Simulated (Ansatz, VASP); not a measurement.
**AlN in VASP and in Ansatz**

File POSCAR:

```
AlN
1.0
    3.0565490694      0.0000000000      0.0000000000
   -1.5282745347      2.6470491421      0.0000000000
    0.0000000000      0.0000000000      5.1429986364
Al N
2 2
Direct
    0.3333333333      0.6666666667      0.0016929024
    0.6666666667      0.3333333333      0.5016929024
    0.3333333333      0.6666666667      0.3833070976
    0.6666666667      0.3333333333      0.8833070976
```

Contents of INCAR.step1:

```
PREC = Accurate
ENCUT = 520
ISMEAR = 0
SIGMA = 0.05
LREAL = False
LASPH = True
NELM = 100
NBANDS = 16
GGA = PE
ALGO = Normal
EDIFF = 1E-4
LWAVE = True
LCHARG = False
```

File INCAR.step2:

```
PREC = Accurate
ENCUT = 520
EDIFF = 1E-6
ISMEAR = 0
SIGMA = 0.05
LREAL = False
LASPH = True
NELM = 100
ALGO = Normal
ISIF = 2
LWAVE = False
LCHARG = True
METAGGA = R2SCAN
LMIXTAU = True
LELF = True
LVHAR = True
NBANDS = 16
ISTART = 1
```

Contents of KPOINTS:

```
regular mesh
0
Gamma
  12 12 6
```

Input for Ansatz:

```yaml
crystal:
  lattice:
    - [3.0565490694, 0.0, 0.0]
    - [-1.5282745347, 2.6470491421, 0.0]
    - [0.0, 0.0, 5.1429986364]
  atoms:
    - { symbol: Al, position: [0.3333333333, 0.6666666667, 0.0016929024] }
    - { symbol: Al, position: [0.6666666667, 0.3333333333, 0.5016929024] }
    - { symbol: "N", position: [0.3333333333, 0.6666666667, 0.3833070976] }
    - { symbol: "N", position: [0.6666666667, 0.3333333333, 0.8833070976] }
basis:
  ecutwfc: 500
kpoints:
  mp_grid: { grid: [12, 12, 6] }
hamiltonian:
  xc: r2scan
scf:
  occupations: { method: gaussian, width: 0.05 }
output:
  forces: true
  stress: true
  eigenvalues: true
  write_density: true
  write_potential: true
  elf: true
  volumetric_format: npy
```

Alike in both runs: task single point; functional r2SCAN; k mesh 12 × 12 × 6; occupations gaussian, width 0.05 eV; no spin polarisation.

```csv
,VASP,Ansatz
version,VASP 6.6.1,Ansatz 0.2.0
potentials or method,"VASP PAW PBE potentials, release 64 (Al, N), cutoff 520 eV","scalar-relativistic, plane waves, PAW"
valence electrons in the cell,16,16
```

|  | VASP | Ansatz | Ansatz less VASP |
| --- | --- | --- | --- |
| gap on the k mesh at the Fermi level (eV) | 4.98 | 4.94 | -0.039 |
| least direct gap on the mesh (eV) | 4.98 | 4.94 | -0.039 |
| pressure (GPa) | 0.7 | 1.1 | +0.38 |
| traceless stress, the component that is largest in VASP (GPa) | -13.46 | -13.31 | +0.150 |
| rms of the force components (eV/Å) | 0.266 | 0.263 | -0.0033 |

VASP's potentials were made for PBE, not for r2SCAN. Atom by atom the forces differ by 0.003 eV/Å (rms over components). The functional is the same, so the differences come from potentials, cutoffs and numerics.
